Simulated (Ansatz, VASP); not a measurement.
**As: VASP beside Ansatz**

INCAR

```
PREC = Accurate
ENCUT = 600
EDIFF = 1E-6
ISMEAR = -1
SIGMA = 0.05
LREAL = False
LASPH = True
NELM = 150
ALGO = Normal
ISIF = 3
LWAVE = False
LCHARG = False
MAGMOM = 0 0 0
LORBIT = 11
LSORBIT = True
GGA_COMPAT = False
LORBMOM = True
GGA = PE
IBRION = 2
NSW = 45
EDIFFG = -0.005
```

Contents of KPOINTS:

```
regular mesh
0
Gamma
  17 17 17
```

POSCAR

```
As
1.0
   -1.6838922069      1.6838922069      1.6838922069
    1.6838922069     -1.6838922069      1.6838922069
    1.6838922069      1.6838922069     -1.6838922069
As
1
Direct
    0.0000000000      0.0000000000      0.0000000000
```

Input for Ansatz:

```yaml
crystal:
  lattice:
    - [-1.6838922069, 1.6838922069, 1.6838922069]
    - [1.6838922069, -1.6838922069, 1.6838922069]
    - [1.6838922069, 1.6838922069, -1.6838922069]
  atoms:
    - { symbol: As, position: [0.0, 0.0, 0.0] }
kpoints:
  mp_grid: { grid: [17, 17, 17] }
scf:
  occupations: { method: fermi_dirac, width: 0.05 }
hamiltonian:
  xc: pbe
  pseudopotentials: { kind: all_electron, lapw: { basis_error: 0.0005 } }
output:
  forces: true
  stress: true
  eigenvalues: true
  populations: true
relax:
  f_tol: 0.005
  max_steps: 25
  cell: {}
magnetization:
  noncollinear: true
  spin_orbit: true
```

Alike in both runs: task relaxation of cell and atoms; functional PBE; k mesh 17 × 17 × 17; occupations fermi-dirac, width 0.05 eV; non-collinear spin, spin-orbit coupling.

```csv
,VASP,Ansatz
version,VASP 6.6.1,Ansatz 0.2.0
potentials or method,"VASP PAW PBE potentials, release 64 (As), cutoff 600 eV",all-electron LAPW
```

```csv
,VASP,Ansatz,Ansatz less VASP
net moment per atom (μB),0.00,0.00,0.000
relaxed volume (Å³/atom),19.12,19.10,-0.023
relaxed cell length with the largest relative difference (Å),2.918,2.917,-0.0011
```

Ansatz ran all-electron here, and VASP with PAW potentials.
